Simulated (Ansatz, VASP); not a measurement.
Two plane-wave programs on ZrPdSe4

```
Zr Pd Se
1.0
     0.00000    3.95084    3.95084
     3.95084    0.00000    3.95084
     3.95084    3.95084    0.00000
Zr Pd Se
1 1 4
Direct
  0.75000 0.75000 0.75000
  0.00000 0.00000 0.00000
  0.37514 0.37514 0.87457
  0.87457 0.37514 0.37514
  0.37514 0.37514 0.37514
  0.37514 0.87457 0.37514
```

Change from the starting cell: species swapped into the LuInCo4 type (F-43m, No. 216).

Alike in both runs: functional PBE; k mesh 4 × 4 × 4; occupations gaussian, width 0.1 eV; no spin polarisation.

Ansatz relaxed the structure, and its values are those at the end. VASP's run is a single point on that final structure, the one shown.

```csv
,VASP,Ansatz
version,VASP 6.6.1,Ansatz 0.2.0
potentials or method,"VASP PAW PBE potentials, release 64 (Zr_sv, Pd, Se), cutoff 520 eV","scalar-relativistic, plane waves, PAW"
valence electrons in the cell,46,94
```

|  | VASP | Ansatz | Ansatz less VASP |
| --- | --- | --- | --- |
| gap on the k mesh at the Fermi level (eV) | none | none | - |
| pressure (GPa) | 0.0 | 0.0 | -0.02 |

A gap of «none» marks a metal or a gap that the smearing closes. The functional is the same, so the differences come from potentials, cutoffs and numerics. VASP's potentials hold 46 valence electrons a cell and Ansatz's 94, so a difference there can come from the potentials and not from the codes.
